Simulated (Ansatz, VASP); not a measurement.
# Two plane-wave programs on GaN

```
CELL_PARAMETERS angstrom
0.00000 2.18147 2.28267
2.18147 0.00000 2.28267
2.18147 2.18147 0.00000
ATOMIC_POSITIONS crystal
Ga 0.00000 0.00000 0.00000
N 0.75000 0.75000 0.75000
```

Change from the starting cell: strain -0.030 along x and y, +0.015 along z, atoms carried along.

Alike in both runs: task single point; functional r2SCAN; k mesh 10 × 10 × 10; occupations gaussian, width 0.05 eV; no spin polarisation.

|  | VASP | Ansatz |
| --- | --- | --- |
| version | VASP 6.6.1 | Ansatz 0.2.0 |
| potentials or method | VASP PAW PBE potentials, release 64 (Ga_d, N), cutoff 520 eV | scalar-relativistic, plane waves, PAW |
| valence electrons in the cell | 18 | 18 |

VASP gave:

```
gap on the k mesh at the Fermi level (eV)                     : 2.38
least direct gap on the mesh (eV)                             : 2.38
pressure (GPa)                                                : 11.0
traceless stress, the component that is largest in VASP (GPa) : -4.21
```

Estimate Ansatz's values.

gap on the k mesh at the Fermi level (eV): 2.39; least direct gap on the mesh (eV): 2.39; pressure (GPa): 9.8; traceless stress, the component that is largest in VASP (GPa): -4.32.

VASP's potentials were made for PBE, not for r2SCAN.
